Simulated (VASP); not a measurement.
# Hf (P6_3/mmc) in VASP: notebook, part 2 of 2

VASP 6.6.1.

### 3 Relaxation of cell and atoms, r2SCAN

This run uses another cell than the first one, of 22.54 Å³/atom.

POSCAR reads:

```
Hf
1.0
    3.2046233997      0.0000000000      0.0000000000
   -1.6023116998      2.7752852737      0.0000000000
    0.0000000000      0.0000000000      5.0676571121
Hf
2
Direct
    0.3333333333      0.6666666667      0.2500000000
    0.6666666667      0.3333333333      0.7500000000
```

INCAR.step1 reads:

```
SYSTEM = Hf
PREC     = Accurate       ! precision mode
ENCUT    = 550            ! plane-wave cutoff, eV
ISMEAR   = 0              ! smearing method
SIGMA    = 0.1            ! smearing width, eV
LREAL    = .False.        ! projectors in reciprocal space
LASPH    = .True.         ! aspherical terms in the spheres
NELM     = 120            ! most SCF steps
GGA      = PE             ! functional
ALGO     = Normal         ! electronic algorithm
EDIFF    = 1E-5           ! SCF threshold, eV
LWAVE    = .True.         ! write WAVECAR
LCHARG   = .False.        ! write CHGCAR
GGA_COMPAT= .False.      
IBRION   = 2              ! ionic algorithm
ISIF     = 3              ! what is computed and relaxed
EDIFFG   = -0.005         ! ionic threshold
NELMIN   = 4            
NSW      = 100            ! ionic steps
```

INCAR.step2 reads:

```
SYSTEM = Hf
PREC     = Accurate       ! precision mode
ENCUT    = 550            ! plane-wave cutoff, eV
EDIFF    = 1E-7           ! SCF threshold, eV
ISMEAR   = 0              ! smearing method
SIGMA    = 0.1            ! smearing width, eV
LREAL    = .False.        ! projectors in reciprocal space
LASPH    = .True.         ! aspherical terms in the spheres
NELM     = 120            ! most SCF steps
ALGO     = Normal         ! electronic algorithm
ISIF     = 3              ! what is computed and relaxed
LWAVE    = .False.        ! write WAVECAR
LCHARG   = .False.        ! write CHGCAR
METAGGA  = R2SCAN         ! meta-GGA
LMIXTAU  = .True.       
IBRION   = 2              ! ionic algorithm
NSW      = 70             ! ionic steps
EDIFFG   = -0.005         ! ionic threshold
ISTART   = 1            
GGA_COMPAT= .False.      
NELMIN   = 4
```

KPOINTS reads:

```
regular mesh
0
Gamma
  15 15 8
  0 0 0
```

Potentials or basis: VASP PAW PBE potentials, release 64 (Hf_pv).

The run is started by

```
cat potpaw_PBE.64/Hf_pv/POTCAR > POTCAR
cp INCAR.step1 INCAR
mpirun -np 1 vasp_std > vasp.out
cp INCAR.step2 INCAR
mpirun -np 1 vasp_std > vasp.out
```

OUTCAR:

```text
SYSTEM = Hf
   PREC = Accurate
   ENCUT = 550
   EDIFF = 1E-7
   ISMEAR = 0
   LREAL = .False.
   LASPH = .True.
   NELM = 120
   ISIF = 3
   METAGGA = R2SCAN
   IBRION = 2
   NSW = 70
   EDIFFG = -0.005
   ISTART = 1
   NELMIN = 4

 ion  position               nearest neighbor table
   1  0.333  0.667  0.250-   2 3.14   2 3.14   2 3.14   2 3.14   2 3.14   2 3.14
   2  0.667  0.333  0.750-   1 3.14   1 3.14   1 3.14   1 3.14   1 3.14   1 3.14

  LATTYP: Found a hexagonal cell.
 ALAT       =     3.2046233997
 C/A-ratio  =     1.5813580818

  Lattice vectors:

 A1 = (   3.2046233997,   0.0000000000,   0.0000000000)
 A2 = (  -1.6023116998,   2.7752852737,   0.0000000000)
 A3 = (   0.0000000000,   0.0000000000,   5.0676571121)

Analysis of symmetry for initial positions (statically):
=====================================================================
 Subroutine PRICEL returns:
 Original cell was already a primitive cell.

 Routine SETGRP: Setting up the symmetry group for a
 hexagonal supercell.

 Subroutine GETGRP returns: Found 24 space group operations
 (whereof 12 operations were pure point group operations)
 out of a pool of 24 trial point group operations.

The static configuration has the point symmetry D_3d.
 The point group associated with its full space group is D_6h.

Analysis of symmetry for dynamics (positions and initial velocities):
=====================================================================
 Subroutine PRICEL returns:
 Original cell was already a primitive cell.

 Routine SETGRP: Setting up the symmetry group for a
 hexagonal supercell.

 Subroutine GETGRP returns: Found 24 space group operations
 (whereof 12 operations were pure point group operations)
 out of a pool of 24 trial point group operations.

The dynamic configuration has the point symmetry D_3d.
 The point group associated with its full space group is D_6h.

[... 139 lines left out ...]

 number of electron      20.0000001 magnetization

 Free energy of the ion-electron system (eV)
  ---------------------------------------------------
  ext. energy  EPLUGINS =         0.00000000
  ---------------------------------------------------
  free energy    TOTEN  =       -90.30365623 eV

  energy without entropy =      -90.29726499  energy(sigma->0) =      -90.30046061

------------------------ aborting loop because EDIFF is reached ----------------------------------------

  FORCE on cell =-STRESS in cart. coord.  units (eV):
  Direction    XX          YY          ZZ          XY          YZ          ZX
  --------------------------------------------------------------------------------------
  -------------------------------------------------------------------------------------
  Total       -0.3847837     -0.3847837     -0.4902742     -0.0000000      0.0000000     -0.0000000
  in kB      -13.6784013    -13.6784013    -17.4284097     -0.0000000      0.0000000     -0.0000000
  external PRESSURE =     -14.9284041 kB  Pullay stress =       0.0000000 kB
[... 167 lines left out ...]
--------------------------------------- Ionic step        6  -------------------------------------------

 number of electron      20.0000000 magnetization

 Free energy of the ion-electron system (eV)
  ---------------------------------------------------
  ext. energy  EPLUGINS =         0.00000000
  ---------------------------------------------------
  free energy    TOTEN  =       -90.30663280 eV

  energy without entropy =      -90.30049763  energy(sigma->0) =      -90.30356522

 E-fermi :   4.8938     XC(G=0): -12.1864

 val. band max:        4.8656754780   @ k =   0.0667   0.0667   0.0000
 cond. band min:       4.9110403306   @ k =   0.3333   0.3333   0.2500
 fundamental gap:      0.0453648525
 Fermi energy:         4.8938462260

 k-point     1 :       0.0000    0.0000    0.0000
  band No.  band energies     occupation
      1     -27.3713      2.00000
      2     -26.5840      2.00000
      3     -26.5840      2.00000
      4     -26.4513      2.00000
      5     -26.4501      2.00000
      6     -26.4501      2.00000
      7      -2.8984      2.00000
      8       1.0186      2.00000
      9       5.3356      0.00000
     10       6.2037      0.00000
     11       6.2037      0.00000
     12       6.5508      0.00000
     13       7.0936      0.00000
     14       7.0936      0.00000
[... 377 lines left out ...]
      1     -27.1201      2.00000
      2     -26.9678      2.00000
      3     -26.9194      2.00000
      4     -26.8733      2.00000
      5     -26.7349      2.00000
      6     -26.6742      2.00000
      7       2.1349      2.00000
      8       2.6320      2.00000
      9       2.7797      2.00000
     10       3.4528      2.00000
     11       5.3839      0.00000
     12       5.5991      0.00000
     13       6.9287      0.00000
     14      10.2670      0.00000

 [... further k-points ...]

------------------------ aborting loop because EDIFF is reached ----------------------------------------

  FORCE on cell =-STRESS in cart. coord.  units (eV):
  Direction    XX          YY          ZZ          XY          YZ          ZX
  --------------------------------------------------------------------------------------
  -------------------------------------------------------------------------------------
  Total        0.0052659      0.0052659      0.0037516      0.0000000      0.0000000     -0.0000000
  in kB        0.1897997      0.1897997      0.1352200      0.0000000      0.0000000     -0.0000000
  external PRESSURE =       0.1716065 kB  Pullay stress =       0.0000000 kB
[... 17 lines left out ...]
  FREE ENERGIE OF THE ION-ELECTRON SYSTEM (eV)
  ---------------------------------------------------
  free  energy   TOTEN  =       -90.3066327989 eV

  energy  without entropy=      -90.3004976329  energy(sigma->0) =      -90.30356522

 reached required accuracy - stopping structural energy minimisation
```

OUTCAR.step1:

```text
SYSTEM = Hf
   PREC = Accurate
   ENCUT = 550
   ISMEAR = 0
   LREAL = .False.
   LASPH = .True.
   NELM = 120
   GGA = PE
   EDIFF = 1E-5
   IBRION = 2
[... 809 lines left out ...]
  -------------------------------------------------------------------------------------
  Total       -0.0008028     -0.0008028     -0.0068772     -0.0000000      0.0000000      0.0000000
  in kB       -0.0286473     -0.0286473     -0.2454138     -0.0000000      0.0000000      0.0000000
  external PRESSURE =      -0.1009028 kB  Pullay stress =       0.0000000 kB
[... 17 lines left out ...]
  FREE ENERGIE OF THE ION-ELECTRON SYSTEM (eV)
  ---------------------------------------------------
  free  energy   TOTEN  =       -19.8542107047 eV

  energy  without entropy=      -19.8470076879  energy(sigma->0) =      -19.85060920

 reached required accuracy - stopping structural energy minimisation
```

It took 24 min on 1 thread of Oxide Virtual Turin-like, shared host; peak memory 0.22 GiB.

Results:

| Property | Result |
| --- | --- |
| Free energy | -90.3066 eV |
| Relaxed volume | 22.23 Å³/atom |
| Relaxed cell | a = 3.193 Å, b = 3.193 Å, c = 5.034 Å, α = 90.00°, β = 90.00°, γ = 120.00° |
| Space group after relaxing (to 0.1 Å) | P6_3/mmc (No. 194) |
| Energy gained by relaxing | 1.5 meV/atom |
| Ionic steps | 6 |
| Pressure after relaxing | 0.0 GPa |
| Band gap on the k mesh | zero (bands 10 and 11 overlap by 1.75 eV) |

The path:
```
step  energy change (eV)  largest force (eV/Å)  pressure (GPa)  volume (Å³)
   1              0.0000                0.0000           -1.49        45.07
   2              0.0015                0.0000            1.95        43.71
   3             -0.0029                0.0000            0.00        44.46
   4             -0.0029                0.0000            0.03        44.45
   5             -0.0030                0.0000            0.02        44.45
   6             -0.0030                0.0000            0.02        44.45
```

Final structure:
```xyz
2
Lattice="3.1932 0.0000 0.0000 -1.5966 2.7654 0.0000 0.0000 0.0000 5.0338" Properties=species:S:1:pos:R:3 pbc="T T T"
Hf    0.0000    1.8436    1.2585
Hf    1.5966    0.9218    3.7753
```

Caveat: the PAW data sets were made with another functional, which shifts forces and pressure a little; spin-orbit coupling is left out, which moves the levels of the heavy elements.

The gap in the log of VASP goes by the Fermi energy; the results here count the filled bands.